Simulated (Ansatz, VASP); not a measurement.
Two plane-wave programs on TaHg2

Contents of INCAR:

```
SYSTEM = TaHg2
PREC     = Accurate       ! precision mode
ENCUT    = 600            ! plane-wave cutoff, eV
EDIFF    = 1E-7           ! SCF threshold, eV
ISMEAR   = 0              ! smearing method
SIGMA    = 0.1            ! smearing width, eV
LREAL    = .FALSE.        ! projectors in reciprocal space
LASPH    = .TRUE.         ! aspherical terms in the spheres
NELM     = 100            ! most SCF steps
ALGO     = Fast           ! electronic algorithm
ISIF     = 3              ! what is computed and relaxed
LWAVE    = .FALSE.        ! write WAVECAR
LCHARG   = .FALSE.        ! write CHGCAR
GGA      = PE             ! functional
IBRION   = 2              ! ionic algorithm
NSW      = 90             ! ionic steps
EDIFFG   = -0.04          ! ionic threshold
```

File KPOINTS:

```
regular mesh
0
G
  6 6 4
  0 0 0
```

The input POSCAR:

```
TaHg2
1.0
    3.4333143900      0.0000000000      0.0000000000
   -1.7166572000      2.9733374800      0.0000000000
    0.0000000000      0.0000000000      7.3591572400
Ta Hg
1 2
Direct
    0.0000000000      0.0000000000      0.0000000000
    0.3333333300      0.6666666700      0.3302945100
    0.6666666700      0.3333333300      0.6697054900
```

Input for Ansatz:

```yaml
crystal:
  lattice:
    - [3.43331439, 0.0, 0.0]
    - [-1.7166572, 2.97333748, 0.0]
    - [0.0, 0.0, 7.35915724]
  atoms:
    - { symbol: Ta, position: [0.0, 0.0, 0.0] }
    - { symbol: Hg, position: [0.33333333, 0.66666667, 0.33029451] }
    - { symbol: Hg, position: [0.66666667, 0.33333333, 0.66970549] }
basis:
  ecutwfc: 420
kpoints:
  mp_grid: { grid: [6, 6, 4] }
hamiltonian:
  xc: pbe
scf:
  occupations: { method: gaussian, width: 0.1 }
  lower_state_search: "off"
output:
  forces: true
  stress: true
  eigenvalues: true
relax:
  adjacent_minimum: "off"
  f_tol: 0.04
  max_steps: 70
  cell: { stress_tol: 0.4 }
```

Alike in both runs: task relaxation of cell and atoms; functional PBE; k mesh 6 × 6 × 4; occupations gaussian, width 0.1 eV; no spin polarisation.

|  | VASP | Ansatz |
| --- | --- | --- |
| version | VASP 6.6.1 | Ansatz 0.2.0 |
| potentials or method | VASP PAW PBE potentials, release 64 (Ta_pv, Hg), cutoff 600 eV | scalar-relativistic, plane waves, PAW |
| valence electrons in the cell | 35 | 53 |

Ansatz gave:

* gap on the k mesh at the Fermi level, each at its own relaxed structure (eV): none
* relaxed volume (Å³/atom): 20.38
* relaxed length of the cell vector where the two differ most in proportion (Å): 3.076

Task: Which values does VASP return?

Result: gap on the k mesh at the Fermi level, each at its own relaxed structure (eV): none; relaxed volume (Å³/atom): 20.54; relaxed length of the cell vector where the two differ most in proportion (Å): 3.085.

A gap of «none» marks a metal or a gap that the smearing closes. VASP's potentials hold 35 valence electrons a cell and Ansatz's 53, so a difference there can come from the potentials and not from the codes.

Spin-orbit coupling is off throughout. Noted on VASP's run: the volume moved by over 15 % at a fixed basis, so the end points are rough.
